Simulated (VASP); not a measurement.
A run of VASP 6.6.1:

File INCAR:

```
PREC     = Accurate       # precision mode
ENCUT    = 520            # plane-wave cutoff, eV
EDIFF    = 1E-7           # SCF threshold, eV
ISMEAR   = -1             # smearing method
SIGMA    = 0.05           # smearing width, eV
LREAL    = False          # projectors in reciprocal space
LASPH    = True           # aspherical terms in the spheres
NELM     = 80             # most SCF steps
ALGO     = Normal         # electronic algorithm
ISIF     = 2              # what is computed and relaxed
LWAVE    = False          # write WAVECAR
LCHARG   = False          # write CHGCAR
GGA      = PE             # functional
NBANDS   = 12             # bands
```

Contents of KPOINTS:

```
regular mesh
0
Gamma
  18 18 18
```

POSCAR

```
Cu
1.0
    2.1866465756      0.0000000000      0.0000000000
    0.0000000000      2.1866465756      0.0000000000
    0.0000000000      0.0000000000      2.1866465756
Cu
1
Direct
    0.0000000000      0.0000000000      0.0000000000
```

Potentials or basis: VASP PAW PBE potentials, release 64 (Cu).

Launch:

```console
$ cat potpaw_PBE.64/Cu/POTCAR > POTCAR
$ mpirun -np 1 vasp_std > vasp.out
```

Hardware: 1 thread of Intel(R) Xeon(R) Platinum 8488C (Sapphire Rapids), with other jobs on the host.

Task: How long does it take, and how much memory?

Result: Wall time 7.2 s on 1 thread of Intel(R) Xeon(R) Platinum 8488C (Sapphire Rapids) (shared host), peak memory 0.13 GiB. Counts: scf iterations 12, k points 220.
